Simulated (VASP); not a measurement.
# TaN in VASP: a series of runs, part 3 of 4

VASP 6.6.1. Earlier steps stand in the parts before.

### Step 4. Electric field gradients, PBE (zz strain of -2 %)

The input, INCAR:

```
SYSTEM = TaN
PREC = Accurate
ENCUT = 520
EDIFF = 1E-8
ISMEAR = -1
SIGMA = 0.01
LREAL = .False.
LASPH = .True.
NELM = 100
ALGO = Normal
ISIF = 2
LWAVE = .False.
LCHARG = .False.
GGA = PE
LEFG = .True.
NBANDS = 24
```

The input, KPOINTS:

```
Automatic mesh
0
Gamma
  9 9 5
  0 0 0
```

The input, POSCAR:

```
TaN
1.0
    3.0500010905      0.0000000000      0.0000000000
   -1.5250005453      2.6413784260      0.0000000000
    0.0000000000      0.0000000000      4.8412000000
Ta N
2 2
Direct
    0.3333333333      0.6666666667      0.0000000000
    0.6666666667      0.3333333333      0.5000000000
    0.3333333333      0.6666666667      0.3850000000
    0.6666666667      0.3333333333      0.8850000000
```

Potentials or basis: VASP PAW PBE potentials, release 64 (Ta_pv, N).

Launch:

```bash
cat potpaw_PBE.64/Ta_pv/POTCAR potpaw_PBE.64/N/POTCAR > POTCAR
mpirun -np 1 vasp_std > vasp.out
```

OUTCAR:

```text
SYSTEM = TaN
   PREC = Accurate
   ENCUT = 520
   EDIFF = 1E-8
   ISMEAR = -1
   LREAL = .False.
   LASPH = .True.
   NELM = 100
   ISIF = 2
   GGA = PE

 ion  position               nearest neighbor table
   1  0.333  0.667  0.000-   4 1.85   4 1.85   4 1.85   3 1.86   2 2.99   2 2.99   2 2.99   2 2.99
                             2 2.99   2 2.99
   2  0.667  0.333  0.500-   3 1.85   3 1.85   3 1.85   4 1.86   1 2.99   1 2.99   1 2.99   1 2.99
                             1 2.99   1 2.99
   3  0.333  0.667  0.385-   2 1.85   2 1.85   2 1.85   1 1.86
   4  0.667  0.333  0.885-   1 1.85   1 1.85   1 1.85   2 1.86

  LATTYP: Found a hexagonal cell.
 ALAT       =     3.0500010905
 C/A-ratio  =     1.5872781210

  Lattice vectors:

 A1 = (   3.0500010905,   0.0000000000,   0.0000000000)
 A2 = (  -1.5250005453,   2.6413784260,   0.0000000000)
 A3 = (   0.0000000000,   0.0000000000,   4.8412000000)

Analysis of symmetry for initial positions (statically):
=====================================================================
 Subroutine PRICEL returns:
 Original cell was already a primitive cell.

 Routine SETGRP: Setting up the symmetry group for a
 hexagonal supercell.

 Subroutine GETGRP returns: Found 12 space group operations
 (whereof  6 operations were pure point group operations)
 out of a pool of 24 trial point group operations.

The static configuration has the point symmetry C_3v.
 The point group associated with its full space group is C_6v.

Analysis of symmetry for dynamics (positions and initial velocities):
=====================================================================
[... 821 lines left out ...]

  FORCE on cell =-STRESS in cart. coord.  units (eV):
  Direction    XX          YY          ZZ          XY          YZ          ZX
  --------------------------------------------------------------------------------------
  -------------------------------------------------------------------------------------
  Total       38.9664738     38.9664738     35.1087427     -0.0000000     -0.0000000      0.0000000
  in kB     1600.7298502   1600.7298503   1442.2555331     -0.0000000     -0.0000000      0.0000000
  external PRESSURE =    1547.9050779 kB  Pullay stress =       0.0000000 kB

 VOLUME and BASIS-vectors are now :
 -----------------------------------------------------------------------------
  energy-cutoff  :      520.00
  volume of cell :       39.00
      direct lattice vectors                 reciprocal lattice vectors
     3.050001090  0.000000000  0.000000000     0.327868735  0.189295103  0.000000000
    -1.525000545  2.641378426  0.000000000     0.000000000  0.378590205  0.000000000
     0.000000000  0.000000000  4.841200000     0.000000000  0.000000000  0.206560357

 POSITION                                       TOTAL-FORCE (eV/Angst)
 -----------------------------------------------------------------------------------
     -0.00000      1.76092      0.00000        -0.000000     -0.000000      1.199459
      1.52500      0.88046      2.42060        -0.000000      0.000000      1.199459
     -0.00000      1.76092      1.86386         0.000000     -0.000000     -1.199459
      1.52500      0.88046      4.28446        -0.000000      0.000000     -1.199459
 -----------------------------------------------------------------------------------
    total drift:                               -0.000000      0.000000      0.000230

  FREE ENERGIE OF THE ION-ELECTRON SYSTEM (eV)
  ---------------------------------------------------
  free  energy   TOTEN  =       -36.9939512184 eV

  energy  without entropy=      -36.9924454111  energy(sigma->0) =      -36.99319831

 Electric field gradients (V/A^2)
---------------------------------------------------------------------
 ion       V_xx      V_yy      V_zz      V_xy      V_xz      V_yz
---------------------------------------------------------------------
   1     -50.403   -50.403   100.806    -0.000    -0.000     0.000
   2     -50.403   -50.403   100.806    -0.000     0.000    -0.000
   3      -5.363    -5.362    10.724     0.001     0.000    -0.000
   4      -5.363    -5.362    10.724     0.001    -0.000     0.000
---------------------------------------------------------------------

 Electric field gradients after diagonalization (V/A^2)
 (convention: |V_zz| > |V_xx| > |V_yy|)
----------------------------------------------------------------------
 ion       V_xx      V_yy      V_zz     asymmetry (V_yy - V_xx)/ V_zz
----------------------------------------------------------------------
   1     -50.404   -50.402   100.806       0.000
   2     -50.404   -50.402   100.806       0.000
   3      -5.363    -5.362    10.724       0.000
   4      -5.363    -5.362    10.724       0.000
----------------------------------------------------------------------

           NMR quadrupolar parameters

 Cq : quadrupolar parameter    Cq=e*Q*V_zz/h
 eta: asymmetry parameters     (V_yy - V_xx)/ V_zz
 Q  : nuclear electric quadrupole moment in mb (millibarn)
----------------------------------------------------------------------
 ion       Cq(MHz)       eta       Q (mb)
----------------------------------------------------------------------
   1       0.244       0.000       1.000
   2       0.244       0.000       1.000
   3       0.026       0.000       1.000
   4       0.026       0.000       1.000
----------------------------------------------------------------------
```

OSZICAR:

```text
N       E                     dE             d eps       ncg     rms          rms(c)
DAV:   1     0.291017249975E+03    0.29102E+03   -0.17806E+04  1728   0.144E+03
DAV:   2    -0.303662941373E+02   -0.32138E+03   -0.30613E+03  2072   0.426E+02
DAV:   3    -0.441873203382E+02   -0.13821E+02   -0.13670E+02  2136   0.884E+01
DAV:   4    -0.443067910211E+02   -0.11947E+00   -0.11941E+00  1952   0.881E+00
DAV:   5    -0.443079695604E+02   -0.11785E-02   -0.11784E-02  2152   0.763E-01    0.622E+01
DAV:   6    -0.370866619433E+02    0.72213E+01   -0.23400E+01  2032   0.385E+01    0.265E+01
DAV:   7    -0.370319927444E+02    0.54669E-01   -0.96494E-01  1856   0.780E+00    0.139E+01
DAV:   8    -0.369979667495E+02    0.34026E-01   -0.46275E-02  2120   0.154E+00    0.162E+00
DAV:   9    -0.369938898217E+02    0.40769E-02   -0.10939E-02  2040   0.797E-01    0.119E-01
DAV:  10    -0.369939577598E+02   -0.67938E-04   -0.49984E-04  2016   0.180E-01    0.258E-02
DAV:  11    -0.369939512474E+02    0.65124E-05   -0.12999E-05  2136   0.317E-02    0.114E-02
DAV:  12    -0.369939513965E+02   -0.14911E-06   -0.28157E-06  2048   0.140E-02    0.462E-03
DAV:  13    -0.369939512533E+02    0.14319E-06   -0.17954E-07  2032   0.362E-03    0.217E-03
DAV:  14    -0.369939512161E+02    0.37200E-07   -0.14161E-08  1272   0.106E-03    0.551E-04
DAV:  15    -0.369939512184E+02   -0.22992E-08   -0.57675E-09  1088   0.586E-04
   1 F= -.36993951E+02 E0= -.36993198E+02  d E =-.150581E-02
```

stdout:

```text
POSCAR found type information on POSCAR TaN
 POSCAR found :  2 types and       4 ions
 scaLAPACK will be used
 LDA part: xc-table for (Slater+PW92), standard interpolation
 POSCAR, INCAR and KPOINTS ok, starting setup
 FFT: planning ... GRIDC
 FFT: planning ... GRID_SOFT
 FFT: planning ... GRID
 WAVECAR not read
 entering main loop
ion   1

ion   2

ion   3

ion   4
```

Run time: 13 s. Hardware: 1 thread of Intel Xeon 6975P-C (Granite Rapids), shared host; peak memory 0.16 GiB.

What came out:

| Item | Value |
| --- | --- |
| Free energy | -36.9940 eV |
| Pressure | 154.8 GPa |
| Largest force | 1.199 eV/Å |
| Band gap on the k mesh | zero (band 16 reaches 10.54 eV, above the bottom of band 17 at 8.35 eV) |

Forces on the atoms (eV/Å):
```
Ta   0.000  0.000  1.199
Ta   0.000  0.000  1.199
N    0.000  0.000 -1.199
N    0.000  0.000 -1.199
```

Electric field gradients, principal values (V/Å²):
```csv
atom,least,middle,greatest (by size)
1 Ta,-50.402,-50.404,100.806
2 Ta,-50.402,-50.404,100.806
3 N,-5.362,-5.363,10.724
4 N,-5.362,-5.363,10.724
```

Caveat: the cell differs from its parent crystal (zz strain of -2 %); without QUAD_EFG the Cq values of the log hold for a quadrupole moment of 1 mb, not for the nuclei; spin-orbit coupling is left out, which moves the levels of the heavy elements; forces of over 1 eV/Å act on the atoms, so gaps and moduli don't describe the material at rest.

### Step 5. Electric field gradients, PBE (volume scaled by 0.94)

The input, INCAR:

```
ALGO = Normal
EDIFF = 1E-8
ENCUT = 520
GGA = PE
ISIF = 2
ISMEAR = -1
LASPH = T
LCHARG = F
LEFG = T
LREAL = F
LWAVE = F
NBANDS = 24
NELM = 100
PREC = Accurate
SIGMA = 0.01
```

The input, KPOINTS:

```
k-points
0
Gamma
  9 9 5
```

The input, POSCAR:

```
TaN
1.0
    2.9877386998      0.0000000000      0.0000000000
   -1.4938693500      2.5874576140      0.0000000000
    0.0000000000      0.0000000000      4.8391553770
Ta N
2 2
Direct
    0.3333333333      0.6666666667      0.0000000000
    0.6666666667      0.3333333333      0.5000000000
    0.3333333333      0.6666666667      0.3850000000
    0.6666666667      0.3333333333      0.8850000000
```

Potentials or basis: VASP PAW PBE potentials, release 64 (Ta_pv, N).

Launch:

```bash
cat potpaw_PBE.64/Ta_pv/POTCAR potpaw_PBE.64/N/POTCAR > POTCAR
mpirun -np 1 vasp_std > vasp.out
```

OUTCAR:

```text
EDIFF = 1E-8
   ENCUT = 520
   GGA = PE
   ISIF = 2
   ISMEAR = -1
   LASPH = T
   LREAL = F
   NELM = 100
   PREC = Accurate

 ion  position               nearest neighbor table
   1  0.333  0.667  0.000-   4 1.81   4 1.81   4 1.81   3 1.86   2 2.97   2 2.97   2 2.97   2 2.97
                             2 2.97   2 2.97
   2  0.667  0.333  0.500-   3 1.81   3 1.81   3 1.81   4 1.86   1 2.97   1 2.97   1 2.97   1 2.97
                             1 2.97   1 2.97
   3  0.333  0.667  0.385-   2 1.81   2 1.81   2 1.81   1 1.86
   4  0.667  0.333  0.885-   1 1.81   1 1.81   1 1.81   2 1.86

  LATTYP: Found a hexagonal cell.
 ALAT       =     2.9877386998
 C/A-ratio  =     1.6196715520

  Lattice vectors:

 A1 = (   2.9877386998,   0.0000000000,   0.0000000000)
 A2 = (  -1.4938693500,   2.5874576140,   0.0000000000)
 A3 = (   0.0000000000,   0.0000000000,   4.8391553770)

Analysis of symmetry for initial positions (statically):
=====================================================================
 Subroutine PRICEL returns:
 Original cell was already a primitive cell.

 Routine SETGRP: Setting up the symmetry group for a
 hexagonal supercell.

 Subroutine GETGRP returns: Found 12 space group operations
 (whereof  6 operations were pure point group operations)
 out of a pool of 24 trial point group operations.

The static configuration has the point symmetry C_3v.
 The point group associated with its full space group is C_6v.

Analysis of symmetry for dynamics (positions and initial velocities):
=====================================================================
 Subroutine PRICEL returns:
 Original cell was already a primitive cell.

 Routine SETGRP: Setting up the symmetry group for a
 hexagonal supercell.

 Subroutine GETGRP returns: Found 12 space group operations
 (whereof  6 operations were pure point group operations)
 out of a pool of 24 trial point group operations.

The dynamic configuration has the point symmetry C_3v.
 The point group associated with its full space group is C_6v.

 Subroutine INISYM returns: Found 12 space group operations
 (whereof  6 operations are pure point group operations),
 and found     1 'primitive' translations

----------------------------------------------------------------------------------------

                                     Primitive cell

  volume of cell :      37.4098

  direct lattice vectors                    reciprocal lattice vectors
     2.987738700  0.000000000  0.000000000     0.334701291  0.193239880  0.000000000
    -1.493869350  2.587457614  0.000000000     0.000000000  0.386479761  0.000000000
     0.000000000  0.000000000  4.839155377     0.000000000  0.000000000  0.206647632

  length of vectors
     2.987738700  2.987738700  4.839155377     0.386479761  0.386479761  0.206647632

  position of ions in fractional coordinates (direct lattice)
     0.333333333  0.666666667  0.000000000
     0.666666667  0.333333333  0.500000000
     0.333333333  0.666666667  0.385000000
     0.666666667  0.333333333  0.885000000

  ion indices of the primitive-cell ions
   primitive index   ion index
                 1           1
                 2           2
[... 91 lines left out ...]
   IALGO  =     38    algorithm
   IMIX   =      4    mixing-type and parameters
     AMIX     =   0.40;   BMIX     =  1.00
     AMIX_MAG =   1.60;   BMIX_MAG =  1.00
  volume/ion in A,a.u.               =       9.35        63.11
  Fermi-wavevector in a.u.,A,eV,Ry     =   1.554043  2.936715 32.858743  2.415049
  Thomas-Fermi vector in A             =   2.658186
   LORBIT       =      0    0 simple, 1 ext, 2 COOP (PROOUT), +10 PAW based schemes
   GGA     = PE    functional components
   LHFCALC =     F    Hartree Fock is set to
   AEXX    =    0.0000 exact exchange contribution
   IVDW    =     0    specifies the selected vdW correction
   LEPSILON=     F    determine dielectric tensor
   LRPA    =     F    only Hartree local field effects (RPA)
 non-spin polarized calculation
  energy-cutoff  :      520.00
  volume of cell :       37.41
 maximum number of plane-waves:      1026
 NGX is ok and might be reduce to    24
   NGX = 11   NGY = 11   NGZ = 17

 number of electron      32.0000000 magnetization

 Free energy of the ion-electron system (eV)
  ---------------------------------------------------
  ext. energy  EPLUGINS =         0.00000000
  ---------------------------------------------------
  free energy    TOTEN  =       -35.20113775 eV

  energy without entropy =      -35.19980717  energy(sigma->0) =      -35.20047246

 E-fermi :  10.4955     XC(G=0): -13.8928

 val. band max:       10.4953337636   @ k =   0.2222   0.0000   0.0000
 cond. band min:      10.5058194125   @ k =   0.1111   0.0000   0.4000
 fundamental gap:      0.0104856488
 Fermi energy:        10.4954594790

 k-point     1 :       0.0000    0.0000    0.0000
  band No.  band energies     occupation
      1     -25.8184      2.00000
      2     -24.4578      2.00000
      3     -24.4578      2.00000
      4     -24.2205      2.00000
      5     -24.2205      2.00000
      6     -24.1372      2.00000
[... 637 lines left out ...]
     23      18.8530      0.00000
     24      18.8530      0.00000

 [... further k-points ...]

------------------------ aborting loop because EDIFF is reached ----------------------------------------

  FORCE on cell =-STRESS in cart. coord.  units (eV):
  Direction    XX          YY          ZZ          XY          YZ          ZX
  --------------------------------------------------------------------------------------
  -------------------------------------------------------------------------------------
  Total       47.1724109     47.1724109     39.5277676     -0.0000000     -0.0000000      0.0000000
  in kB     2020.2877560   2020.2877562   1692.8849571     -0.0000001     -0.0000000      0.0000000
  external PRESSURE =    1911.1534898 kB  Pullay stress =       0.0000000 kB

 VOLUME and BASIS-vectors are now :
 -----------------------------------------------------------------------------
  energy-cutoff  :      520.00
  volume of cell :       37.41
      direct lattice vectors                 reciprocal lattice vectors
     2.987738700  0.000000000  0.000000000     0.334701291  0.193239880  0.000000000
    -1.493869350  2.587457614  0.000000000     0.000000000  0.386479761  0.000000000
     0.000000000  0.000000000  4.839155377     0.000000000  0.000000000  0.206647632

 POSITION                                       TOTAL-FORCE (eV/Angst)
 -----------------------------------------------------------------------------------
     -0.00000      1.72497      0.00000        -0.000000      0.000000      2.508475
      1.49387      0.86249      2.41958         0.000000     -0.000000      2.508475
     -0.00000      1.72497      1.86307        -0.000000      0.000000     -2.508475
      1.49387      0.86249      4.28265         0.000000     -0.000000     -2.508475
 -----------------------------------------------------------------------------------
    total drift:                               -0.000000     -0.000000     -0.000216

  FREE ENERGIE OF THE ION-ELECTRON SYSTEM (eV)
  ---------------------------------------------------
  free  energy   TOTEN  =       -35.2011377459 eV

  energy  without entropy=      -35.1998071701  energy(sigma->0) =      -35.20047246

 Electric field gradients (V/A^2)
---------------------------------------------------------------------
 ion       V_xx      V_yy      V_zz      V_xy      V_xz      V_yz
---------------------------------------------------------------------
   1     -65.223   -65.223   130.446     0.000    -0.000     0.000
   2     -65.223   -65.223   130.446     0.000     0.000    -0.000
   3      -5.827    -5.826    11.653     0.001     0.000    -0.000
   4      -5.827    -5.826    11.653     0.001    -0.000     0.000
---------------------------------------------------------------------

 Electric field gradients after diagonalization (V/A^2)
 (convention: |V_zz| > |V_xx| > |V_yy|)
----------------------------------------------------------------------
 ion       V_xx      V_yy      V_zz     asymmetry (V_yy - V_xx)/ V_zz
----------------------------------------------------------------------
   1     -65.223   -65.223   130.446       0.000
   2     -65.223   -65.223   130.446       0.000
   3      -5.828    -5.825    11.653       0.000
   4      -5.828    -5.825    11.653       0.000
----------------------------------------------------------------------

           NMR quadrupolar parameters

 Cq : quadrupolar parameter    Cq=e*Q*V_zz/h
 eta: asymmetry parameters     (V_yy - V_xx)/ V_zz
 Q  : nuclear electric quadrupole moment in mb (millibarn)
----------------------------------------------------------------------
 ion       Cq(MHz)       eta       Q (mb)
----------------------------------------------------------------------
   1       0.315       0.000       1.000
   2       0.315       0.000       1.000
   3       0.028       0.000       1.000
   4       0.028       0.000       1.000
----------------------------------------------------------------------
```

OSZICAR:

```text
N       E                     dE             d eps       ncg     rms          rms(c)
DAV:   1     0.295111203424E+03    0.29511E+03   -0.17925E+04  1728   0.146E+03
DAV:   2    -0.282879824579E+02   -0.32340E+03   -0.30638E+03  2072   0.434E+02
DAV:   3    -0.425394927685E+02   -0.14252E+02   -0.14117E+02  2112   0.913E+01
DAV:   4    -0.426584843168E+02   -0.11899E+00   -0.11895E+00  1928   0.891E+00
DAV:   5    -0.426596338468E+02   -0.11495E-02   -0.11494E-02  2200   0.765E-01    0.673E+01
DAV:   6    -0.353035854020E+02    0.73560E+01   -0.22471E+01  2032   0.388E+01    0.289E+01
DAV:   7    -0.352395066895E+02    0.64079E-01   -0.97844E-01  1840   0.787E+00    0.143E+01
DAV:   8    -0.352050323795E+02    0.34474E-01   -0.43400E-02  2128   0.153E+00    0.164E+00
DAV:   9    -0.352011229469E+02    0.39094E-02   -0.11109E-02  2056   0.874E-01    0.127E-01
DAV:  10    -0.352011436520E+02   -0.20705E-04   -0.57811E-04  2008   0.196E-01    0.318E-02
DAV:  11    -0.352011376421E+02    0.60098E-05   -0.19914E-05  2096   0.435E-02    0.148E-02
DAV:  12    -0.352011381144E+02   -0.47228E-06   -0.35864E-06  2072   0.171E-02    0.422E-03
DAV:  13    -0.352011377787E+02    0.33575E-06   -0.42904E-07  1976   0.561E-03    0.148E-03
DAV:  14    -0.352011377387E+02    0.39941E-07   -0.30219E-08  1872   0.179E-03    0.350E-04
DAV:  15    -0.352011377459E+02   -0.71432E-08   -0.17228E-09  1112   0.397E-04
   1 F= -.35201138E+02 E0= -.35200472E+02  d E =-.133058E-02
```

stdout:

```text
POSCAR found type information on POSCAR TaN
 POSCAR found :  2 types and       4 ions
 scaLAPACK will be used
 LDA part: xc-table for (Slater+PW92), standard interpolation
 POSCAR, INCAR and KPOINTS ok, starting setup
 FFT: planning ... GRIDC
 FFT: planning ... GRID_SOFT
 FFT: planning ... GRID
 WAVECAR not read
 entering main loop
ion   1

ion   2

ion   3

ion   4
```

It took 51 s on 1 thread of Intel Xeon 8259CL, shared host; peak memory 0.17 GiB.

What came out:

```
Free energy            : -35.2011 eV
Pressure               : 191.1 GPa
Largest force          : 2.508 eV/Å
Band gap on the k mesh : zero (band 16 reaches 11.08 eV, above the bottom of band 17 at 8.71 eV)
```

Forces in eV/Å, atoms in the order of the input:
```
Ta   0.000  0.000  2.508
Ta   0.000  0.000  2.508
N    0.000  0.000 -2.508
N    0.000  0.000 -2.508
```

Electric field gradients, principal values (V/Å²):
| atom | least | middle | greatest (by size) |
| --- | --- | --- | --- |
| 1 Ta | -65.223 | -65.223 | 130.446 |
| 2 Ta | -65.223 | -65.223 | 130.446 |
| 3 N | -5.825 | -5.828 | 11.653 |
| 4 N | -5.825 | -5.828 | 11.653 |

Caveat: without QUAD_EFG the Cq values of the log hold for a quadrupole moment of 1 mb, not for the nuclei; spin-orbit coupling is left out, which moves the levels of the heavy elements; forces of over 1 eV/Å act on the atoms, so gaps and moduli don't describe the material at rest.

(Continued in part 4 of 4.)
